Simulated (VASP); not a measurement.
CoO:

```
Co O
1.0
     2.85630    0.00000    0.00000
    -1.42815    2.47363    0.00000
     0.00000    0.00000    2.78761
Co O
1 1
Direct
  0.00000 0.00000 0.00000
  0.66667 0.33333 0.50000
```

* Program: VASP 6.6.1
* Task: relaxation of cell and atoms
* Functional: PBE
* Potentials or basis: VASP PAW PBE potentials, release 64 (Co, O)
* Cutoff: 600 eV
* k mesh: 11 × 11 × 10
* Occupations: fermi-dirac, width 0.05 eV
* Spin: collinear spin, ferromagnetic start
* Starting moments: [2.0, 0.0] μB

At the start: pressure -8.3 GPa; volume 9.85 Å³/atom.

Task: How do energy, volume and symmetry change on relaxing?

Result: Over 9 steps the energy falls by 13.6 meV/atom and the volume is 9.41 Å³/atom (-4.5 %); space group P-6m2 (No. 187, to 0.1 Å) before and after; moment 3.00 μB per cell.

Step by step:
```csv
step,energy change (eV),largest force (eV/Å),pressure (GPa),volume (Å³)
1,0.0000,0.0000,-8.27,19.70
2,-0.0182,0.0000,5.72,18.28
3,-0.0270,0.0000,0.14,18.77
4,-0.0270,0.0000,0.32,18.75
5,-0.0272,0.0000,0.29,18.77
6,-0.0273,0.0000,0.20,18.80
7,-0.0273,0.0000,0.21,18.79
8,-0.0273,0.0000,-0.20,18.83
9,-0.0273,0.0000,0.00,18.81
```

Final structure:
```yaml
crystal:
  lattice:
    - [2.82867, 0.00000, 0.00000]
    - [-1.41434, 2.44970, 0.00000]
    - [0.00000, 0.00000, 2.71473]
  atoms:
    - { symbol: Co, position: [0.00000, 0.00000, 0.00000] }
    - { symbol: O, position: [0.66667, 0.33333, 0.50000] }
```

Caveat: a cell with one magnetic atom can't hold antiferromagnetic order, which such compounds often take.
